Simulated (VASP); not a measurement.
Set up this calculation in VASP 6.6.1, as the native input.

```
Task                   : single point
Functional             : PBE
Potentials or basis    : VASP PAW PBE potentials, release 64 (Si, W_sv)
Cutoff                 : 520 eV
k mesh                 : 18 × 18 × 18
Occupations            : gaussian, width 0.15 eV
Spin                   : no spin polarisation
Dipole correction      : no
Further INCAR settings : ALGO = Normal; EDIFF = 1e-07; NBANDS = 18
```

The structure of Si2W lies in POSCAR:

```
Si2W
1.0
   -1.6111449771      1.6111449771      3.4766897461
    1.6111449771     -1.6111449771      3.4766897461
    1.6111449771      1.6111449771     -3.4766897461
Si W
2 1
Direct
    0.3345726944      0.3345726944      0.0000000000
    0.6654273056      0.6654273056      0.0000000000
    0.0000000000      0.0000000000      0.0000000000
```

One way to write it, as run:

INCAR

```
SYSTEM = Si2W
  PREC = Accurate
  ENCUT = 520
  EDIFF = 1E-7
  ISMEAR = 0
  SIGMA = 0.15
  LREAL = .FALSE.
  LASPH = .TRUE.
  NELM = 60
  ALGO = Normal
  ISIF = 2
  LWAVE = .FALSE.
  LCHARG = .FALSE.
  GGA = PE
  NBANDS = 18
```

KPOINTS

```
Automatic mesh
0
G
  18 18 18
  0 0 0
```

Potentials or basis: VASP PAW PBE potentials, release 64 (Si, W_sv).

The run is started by

```console
$ cat potpaw_PBE.64/Si/POTCAR potpaw_PBE.64/W_sv/POTCAR > POTCAR
$ mpirun -np 1 vasp_std > vasp.out
```

It gave:

| Quantity | Value |
| --- | --- |
| Pressure | 46.6 GPa |
| Largest force | 0.107 eV/Å |
| Band gap on the k mesh | zero (bands 11 and 12 overlap by 0.66 eV) |

Caveat: the stress differs along the axes, from 17 to 106 GPa; spin-orbit coupling is left out, which moves the levels of the heavy elements.

It took 2.2 min on 1 thread of Intel(R) Xeon(R) 6975P-C (Granite Rapids), with other jobs on the host, peak memory 0.4 GiB.
